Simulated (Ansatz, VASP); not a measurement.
**One calculation of W, two programs**

```
W
1.0
     4.61349    0.00000    0.00000
    -2.30675    3.99540    0.00000
     0.00000    0.00000    2.56557
W
3
Direct
  0.00000 0.00000 0.00000
  0.33333 0.66667 0.50000
  0.66667 0.33333 0.50000
```

Alike in both runs: functional LDA; k mesh 8 × 8 × 11; occupations fermi-dirac, width 0.1 eV; no spin polarisation.

Ansatz relaxed the structure, and its values are those at the end. VASP's run is a single point on that final structure, the one shown.

|  | VASP | Ansatz |
| --- | --- | --- |
| version | VASP 6.6.1 | Ansatz 0.2.0 |
| potentials or method | VASP PAW LDA potentials, release 64 (W_sv), cutoff 520 eV | plane waves (420 eV) with PAW, scalar-relativistic |
| valence electrons in the cell | 42 | 42 |

Ansatz gave:

```
pressure (GPa) : 0.0
```

**Question.** Which values does VASP return?

**Answer.** Pressure (GPa): 1.9.

Ansatz warns that its potentials were made for another functional, while VASP's fit it. LDA's correlation is that of Perdew and Zunger in VASP and of Perdew and Wang (1992) in Ansatz.

Neither program's run includes spin-orbit coupling.
